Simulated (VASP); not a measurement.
# SnO: single point with PBE+D4

Crystal: SnO.

```xyz
4
Lattice="3.8320 0.0000 0.0000 0.0000 3.8320 0.0000 0.0000 0.0000 4.7419" Properties=species:S:1:pos:R:3 pbc="T T T"
Sn    0.0000    1.9160    1.1603
Sn    1.9160    0.0000    3.5816
O     1.9160    1.9160    0.0000
O     0.0000    0.0000    0.0000
```

```json
{"Program": "VASP 6.6.1", "Task": "single point", "Functional": "PBE", "Dispersion": "D4", "Potentials or basis": "VASP PAW PBE potentials, release 64 (Sn_d, O)", "Cutoff": "520 eV", "k mesh": "6 × 6 × 6", "Occupations": "fermi-dirac, width 0.02 eV", "Spin": "no spin polarisation"}
```

The pressure is 0.2 GPa. The largest force is 0.079 eV/Å. The band gap on the k mesh is zero (bands 20 and 21 overlap by 0.04 eV) and the dispersion energy per atom is -0.275 eV.

Forces on the atoms (eV/Å):
```
Sn   0.000  0.000  0.079
Sn   0.000  0.000 -0.079
O    0.000  0.000  0.000
O    0.000  0.000  0.000
```

Levels at points of the mesh, in eV from the Fermi level:
| k point | band 17 | band 18 | band 19 | band 20 | band 21 | band 22 | band 23 | band 24 |
| --- | --- | --- | --- | --- | --- | --- | --- | --- |
| (0.00, 0.00, 0.00) | -3.32 | -3.02 | -3.02 | 0.04 | 2.22 | 4.54 | 4.54 | 4.77 |
| (0.50, 0.00, 0.00) | -4.67 | -4.67 | -2.66 | -2.66 | 3.34 | 3.34 | 5.83 | 5.83 |
| (0.50, 0.50, 0.00) | -2.37 | -2.37 | -1.83 | -1.83 | -0.01 | -0.01 | 4.58 | 4.58 |
| (0.00, 0.00, 0.50) | -3.04 | -3.04 | -2.94 | -2.06 | 1.77 | 2.82 | 2.82 | 3.59 |
| (0.50, 0.00, 0.50) | -4.62 | -4.62 | -1.65 | -1.65 | 2.75 | 2.75 | 5.30 | 5.30 |
| (0.50, 0.50, 0.50) | -2.73 | -2.73 | -2.37 | -2.37 | 2.35 | 2.35 | 4.30 | 4.30 |

Wall time 93 s on 1 thread of Intel Xeon 8259CL, on a shared host, peak memory 0.21 GiB.

Caveat: semilocal functionals underestimate gaps, so a narrow gap can read as zero; spin-orbit coupling is left out, which moves the levels of the heavy elements.
